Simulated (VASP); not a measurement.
# GaN (Imm2) in VASP: a series of runs, part 2 of 2

VASP 6.6.1. The steps go on from the part before.

**3. Single point, PBE (atoms displaced along a vibrational mode)**

INCAR

```
PREC = Accurate
ENCUT = 520
EDIFF = 1E-6
ISMEAR = 0
SIGMA = 0.05
LREAL = False
LASPH = True
NELM = 80
ALGO = Normal
ISIF = 2
LWAVE = False
LCHARG = False
GGA = PE
NBANDS = 16
```

KPOINTS

```
regular mesh
0
Gamma
  10 10 10
```

POSCAR

```
GaN
1.0
    0.0000000000      2.2742384928      2.2742384928
    2.2742384928      0.0000000000      2.2742384928
    2.2742384928      2.2742384928      0.0000000000
Ga N
1 1
Direct
   -0.0019875386      0.0019875386     -0.0019875386
    0.7598934215      0.7401065785      0.7598934215
```

Potentials or basis: VASP PAW PBE potentials, release 64 (Ga_d, N).

The run is started by

```
cat potpaw_PBE.64/Ga_d/POTCAR potpaw_PBE.64/N/POTCAR > POTCAR
mpirun -np 1 vasp_std > vasp.out
```

OUTCAR:

```text
PREC = Accurate
   ENCUT = 520
   EDIFF = 1E-6
   ISMEAR = 0
   LREAL = False
   LASPH = True
   NELM = 80
   ISIF = 2
   GGA = PE

 ion  position               nearest neighbor table
   1  0.998  0.002  0.998-   2 1.94   2 1.94   2 2.00   2 2.00
   2  0.760  0.740  0.760-   1 1.94   1 1.94   1 2.00   1 2.00

  LATTYP: Found a face centered cubic cell.
 ALAT       =     4.5484769856

  Lattice vectors:

 A1 = (   0.0000000000,   2.2742384928,   2.2742384928)
 A2 = (   2.2742384928,   0.0000000000,   2.2742384928)
 A3 = (   2.2742384928,   2.2742384928,   0.0000000000)

Analysis of symmetry for initial positions (statically):
=====================================================================
 Subroutine PRICEL returns:
 Original cell was already a primitive cell.

 Routine SETGRP: Setting up the symmetry group for a
 face centered cubic supercell.

 Subroutine GETGRP returns: Found  4 space group operations
 (whereof  4 operations were pure point group operations)
 out of a pool of 48 trial point group operations.

The static configuration has the point symmetry C_2v.

Analysis of symmetry for dynamics (positions and initial velocities):
=====================================================================
 Subroutine PRICEL returns:
 Original cell was already a primitive cell.

 Routine SETGRP: Setting up the symmetry group for a
 face centered cubic supercell.

 Subroutine GETGRP returns: Found  4 space group operations
 (whereof  4 operations were pure point group operations)
 out of a pool of 48 trial point group operations.

The dynamic configuration has the point symmetry C_2v.

 Subroutine INISYM returns: Found  4 space group operations
 (whereof  4 operations are pure point group operations),
 and found     1 'primitive' translations

----------------------------------------------------------------------------------------

                                     Primitive cell

  volume of cell :      23.5255

  direct lattice vectors                    reciprocal lattice vectors
     0.000000000  2.274238493  2.274238493    -0.219853811  0.219853811  0.219853811
     2.274238493  0.000000000  2.274238493     0.219853811 -0.219853811  0.219853811
     2.274238493  2.274238493  0.000000000     0.219853811  0.219853811 -0.219853811

  length of vectors
     3.216258921  3.216258921  3.216258921     0.380797971  0.380797971  0.380797971

  position of ions in fractional coordinates (direct lattice)
     0.998012461  0.001987539  0.998012461
     0.759893422  0.740106578  0.759893422

  ion indices of the primitive-cell ions
   primitive index   ion index
                 1           1
                 2           2

----------------------------------------------------------------------------------------

 KPOINTS: regular mesh

Automatic generation of k-mesh.
 Grid dimensions read from file:
 generate k-points for:   10   10   10

 Generating k-lattice:

  Cartesian coordinates                     Fractional coordinates (reciprocal lattice)
    -0.021985381  0.021985381  0.021985381     0.100000000  0.000000000  0.000000000
     0.021985381 -0.021985381  0.021985381     0.000000000  0.100000000  0.000000000
     0.021985381  0.021985381 -0.021985381     0.000000000  0.000000000  0.100000000

  Length of vectors
     0.038079797  0.038079797  0.038079797

  Shift w.r.t. Gamma in fractional coordinates (k-lattice)
     0.000000000  0.000000000  0.000000000

 Subroutine IBZKPT returns following result:
 ===========================================

 Found    171 irreducible k-points:

 Following reciprocal coordinates:
            Coordinates               Weight
  0.000000  0.000000  0.000000      1.000000
  0.100000  0.000000  0.000000      4.000000
  0.000000  0.100000  0.000000      4.000000
  0.200000  0.000000  0.000000      4.000000
  0.000000  0.200000  0.000000      4.000000
  0.300000  0.000000  0.000000      4.000000
[... 16 lines left out ...]
  0.000000  0.400000  0.100000      8.000000
  0.100000  0.000000  0.400000      4.000000
 [... further k-points ...]
   k-points           NKPTS =    171   k-points in BZ     NKDIM =    171   number of bands    NBANDS=     16
   number of dos      NEDOS =    301   number of ions     NIONS =      2
   total plane-waves  NPLWV =  13824
   dimension x,y,z NGX =    24 NGY =   24 NGZ =   24
   dimension x,y,z NGXF=    48 NGYF=   48 NGZF=   48
   ions per type =               1   1
   NGX,Y,Z   is equivalent  to a cutoff of  12.41, 12.41, 12.41 a.u.
   NGXF,Y,Z  is equivalent  to a cutoff of  24.81, 24.81, 24.81 a.u.
 SYSTEM =  unknown system
   PREC   = accura    normal or accurate (medium, high low for compatibility)
   ISTART =      0    job   : 0-new  1-cont  2-samecut
   ICHARG =      2    charge: 1-file 2-atom 10-const
   ISPIN  =      1    spin polarized calculation?
   LNONCOLLINEAR =      F non collinear calculations
   LSORBIT =      F    spin-orbit coupling
   LASPH  =      T    aspherical Exc in radial PAW
   ENCUT  =  520.0 eV  38.22 Ry    6.18 a.u.   5.98  5.98  5.98*2*pi/ulx,y,z
   NELM   =     80;   NELMIN=  2; NELMDL= -5     # of ELM steps
   EDIFF  = 0.1E-05   stopping-criterion for ELM
   LREAL  =      F    real-space projection
   EDIFFG = 0.1E-04   stopping-criterion for IOM
   NSW    =      0    number of steps for IOM
   IBRION =     -1    ionic relax: 0-MD 1-quasi-New 2-CG
   NFREE  =      0    steps in history (QN), initial steepest desc. (CG)
   ISIF   =      2    stress and relaxation
   ISYM   =      2    0-nonsym 1-usesym 2-fastsym
   POTIM  = 0.5000    time-step for ionic-motion
   TEBEG  =    0.0;   TEEND  =   0.0 temperature during run
   PSTRESS=    0.0 pullay stress
   NELECT =      18.0000    total number of electrons
   NUPDOWN=      -1.0000    fix difference up-down
   EMIN   =  10.00;   EMAX   =-10.00  energy-range for DOS
   EFERMI =   0.00;   METHOD = LEGACY
   ISMEAR =     0;   SIGMA  =   0.05  broadening in eV -4-tet -1-fermi 0-gaus
   EFERMI_NEDOS =   21; number of points for ismear=-14 and -15
   IALGO  =     38    algorithm
   IMIX   =      4    mixing-type and parameters
     AMIX     =   0.40;   BMIX     =  1.00
     AMIX_MAG =   1.60;   BMIX_MAG =  1.00
  volume/ion in A,a.u.               =      11.76        79.38
  Fermi-wavevector in a.u.,A,eV,Ry     =   1.497337  2.829557 30.504523  2.242019
  Thomas-Fermi vector in A             =   2.609238
   LORBIT       =      0    0 simple, 1 ext, 2 COOP (PROOUT), +10 PAW based schemes
   GGA     = PE    functional components
   LHFCALC =     F    Hartree Fock is set to
   AEXX    =    0.0000 exact exchange contribution
   IVDW    =     0    specifies the selected vdW correction
   LEPSILON=     F    determine dielectric tensor
   LRPA    =     F    only Hartree local field effects (RPA)
 non-spin polarized calculation
 Gauss-broadening in eV      SIGMA  =   0.05
  energy-cutoff  :      520.00
  volume of cell :       23.53
 maximum number of plane-waves:       644
   NGX = 11   NGY = 11   NGZ = 11

 number of electron      17.9999990 magnetization

 Free energy of the ion-electron system (eV)
  ---------------------------------------------------
  ext. energy  EPLUGINS =         0.00000000
  ---------------------------------------------------
  free energy    TOTEN  =       -12.13710113 eV

  energy without entropy =      -12.13710113  energy(sigma->0) =      -12.13710113

 E-fermi :   5.3608     XC(G=0): -11.5207

 val. band max:        5.0861272425   @ k =   0.0000   0.0000   0.0000
 cond. band min:       6.5348411952   @ k =   0.0000   0.0000   0.0000
 fundamental gap:      1.4487139527
 Fermi energy:         5.3607539789

 k-point     1 :       0.0000    0.0000    0.0000
  band No.  band energies     occupation
      1     -10.7265      2.00000
      2      -8.4555      2.00000
      3      -8.4326      2.00000
      4      -8.4266      2.00000
      5      -8.1492      2.00000
      6      -8.1472      2.00000
[... 8 lines left out ...]
     15      23.5032      0.00000
     16      23.6393      0.00000
[... 419 lines left out ...]
 k-point    24 :       0.1000    0.0000    0.4000
  band No.  band energies     occupation
      1      -9.9694      2.00000
      2      -8.3603      2.00000
      3      -8.3535      2.00000
      4      -8.1587      2.00000
      5      -8.1080      2.00000
      6      -7.3492      2.00000
[... 8 lines left out ...]
     15      22.6373      0.00000
     16      24.2598      0.00000

 [... further k-points ...]

------------------------ aborting loop because EDIFF is reached ----------------------------------------

  FORCE on cell =-STRESS in cart. coord.  units (eV):
  Direction    XX          YY          ZZ          XY          YZ          ZX
  --------------------------------------------------------------------------------------
  -------------------------------------------------------------------------------------
  Total        0.0700331      0.0208583      0.0700331      0.0000000      0.0000000      0.3811816
  in kB        4.7695309      1.4205341      4.7695309      0.0000000      0.0000000     25.9599883
  external PRESSURE =       3.6531986 kB  Pullay stress =       0.0000000 kB

 VOLUME and BASIS-vectors are now :
 -----------------------------------------------------------------------------
  energy-cutoff  :      520.00
  volume of cell :       23.53
      direct lattice vectors                 reciprocal lattice vectors
     0.000000000  2.274238493  2.274238493    -0.219853811  0.219853811  0.219853811
     2.274238493  0.000000000  2.274238493     0.219853811 -0.219853811  0.219853811
     2.274238493  2.274238493  0.000000000     0.219853811  0.219853811 -0.219853811

 POSITION                                       TOTAL-FORCE (eV/Angst)
 -----------------------------------------------------------------------------------
      2.27424      4.53944      2.27424         0.000000      0.607834      0.000000
      3.41136      3.45636      3.41136         0.000000     -0.607834      0.000000
 -----------------------------------------------------------------------------------
    total drift:                                0.000003     -0.000674      0.000003

  FREE ENERGIE OF THE ION-ELECTRON SYSTEM (eV)
  ---------------------------------------------------
  free  energy   TOTEN  =       -12.1371011309 eV

  energy  without entropy=      -12.1371011309  energy(sigma->0) =      -12.13710113
```

Run time: 24 s. Hardware: 1 thread of Intel Xeon Platinum 8488C (Sapphire Rapids), shared host; peak memory 0.18 GiB.

Results:

- Free energy: -12.1371 eV
- Pressure: 0.4 GPa
- Largest force: 0.608 eV/Å
- Band gap on the k mesh: 1.45 eV

Forces on the atoms (eV/Å):
```
Ga   0.000  0.608  0.000
N    0.000 -0.608  0.000
```

Caveat: the cell differs from its parent crystal (atoms displaced along a vibrational mode).

**4. Single point, PBE (atoms displaced along a vibrational mode)**

INCAR

```
SYSTEM = GaN
  PREC = Accurate
  ENCUT = 520
  EDIFF = 1E-7
  ISMEAR = 0
  SIGMA = 0.05
  LREAL = .False.
  LASPH = .True.
  NELM = 60
  ALGO = Normal
  ISIF = 2
  LWAVE = .False.
  LCHARG = .True.
  GGA = PE
  LELF = .True.
  LVHAR = .True.
  NBANDS = 16
```

KPOINTS

```
Automatic mesh
0
Gamma
  10 10 10
  0 0 0
```

POSCAR

```
GaN
1.0
    0.0000000000      2.2742384928      2.2742384928
    2.2742384928      0.0000000000      2.2742384928
    2.2742384928      2.2742384928      0.0000000000
Ga N
1 1
Direct
   -0.0006625129      0.0006625129     -0.0006625129
    0.7532978072      0.7467021928      0.7532978072
```

The run is started by

```
cat potpaw_PBE.64/Ga_d/POTCAR potpaw_PBE.64/N/POTCAR > POTCAR
mpirun -np 1 vasp_std > vasp.out
```

Run time: 26 s. Hardware: 1 thread of Intel Xeon Platinum 8488C (Sapphire Rapids), shared host; peak memory 0.18 GiB.

Results (log left out):

```
Free energy            : -12.1517 eV
Pressure               : 0.1 GPa
Largest force          : 0.203 eV/Å
Band gap on the k mesh : 1.51 eV
```

Forces on the atoms (eV/Å):
```
Ga   0.000  0.203  0.000
N    0.000 -0.203  0.000
```

Stress tensor (GPa, compression positive):
```
0.13 0.00 0.86
0.00 0.09 0.00
0.86 0.00 0.13
```

Levels at points of the mesh, in eV from the valence-band top:
| k point | band 6 | band 7 | band 8 | band 9 | band 10 | band 11 | band 12 | band 13 |
| --- | --- | --- | --- | --- | --- | --- | --- | --- |
| (0.00, 0.00, 0.00) | -13.17 | -0.07 | -0.03 | 0.00 | 1.51 | 10.07 | 10.09 | 10.13 |
| (0.50, 0.00, 0.00) | -11.92 | -6.86 | -1.01 | -0.93 | 4.40 | 8.55 | 10.10 | 10.25 |
| (0.00, 0.50, 0.00) | -11.91 | -6.93 | -1.01 | -0.93 | 4.43 | 8.56 | 10.13 | 10.28 |
| (0.50, 0.50, 0.00) | -11.49 | -6.05 | -2.64 | -2.64 | 3.31 | 6.46 | 11.48 | 13.64 |
| (0.50, 0.00, 0.50) | -11.49 | -6.05 | -2.67 | -2.62 | 3.31 | 6.46 | 11.48 | 13.59 |

Caveat: the cell differs from its parent crystal (atoms displaced along a vibrational mode).

**5. Summary**

```csv
cell,gap on the mesh (eV),pressure (GPa),largest force (eV/Å)
"as given, atomic positions A",1.39,0.8,1.01
"as given, atomic positions B",1.45,0.4,0.61
"as given, atomic positions C",1.51,0.1,0.20
```

Alike in all rows: task single point; level PBE; potentials or basis VASP PAW PBE potentials, release 64 (Ga_d, N); no spin polarisation; k mesh 10 × 10 × 10; cutoff (eV) 520; smearing gaussian 0.05 eV.

Caveats: forces of over 1 eV/Å act on the atoms, so gaps and moduli don't describe the material at rest (at least some runs).

Absolute energies hang on the potentials; compare differences alone.
